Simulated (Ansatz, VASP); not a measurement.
One calculation of Si2B, two programs

```
Si B
1.0
     4.52817    0.00000    0.00000
     0.00000    4.52817    0.00000
     0.00000    0.00000    4.52817
Si B
4 2
Direct
  0.25000 0.25000 0.25000
  0.25000 0.75000 0.75000
  0.75000 0.75000 0.25000
  0.75000 0.25000 0.75000
  0.00000 0.00000 0.00000
  0.50000 0.50000 0.50000
```

Alike in both runs: functional r2SCAN; k mesh 8 × 8 × 8; occupations gaussian, width 0.1 eV; no spin polarisation.

Ansatz relaxed the structure, and its values are those at the end. VASP's run is a single point on that final structure, the one shown.

|  | VASP | Ansatz |
| --- | --- | --- |
| version | VASP 6.6.1 | Ansatz 0.2.0 |
| potentials or method | VASP PAW PBE potentials, release 64 (Si, B), cutoff 520 eV | scalar-relativistic, plane waves, PAW |
| valence electrons in the cell | 22 | 22 |

```tsv
	VASP	Ansatz	Ansatz less VASP
gap on the k mesh at the Fermi level (eV)	none	none	-
pressure (GPa)	-0.1	0.0	+0.08
```

VASP's potentials were made for PBE, not for r2SCAN. A gap of «none» marks a metal or a gap that the smearing closes.
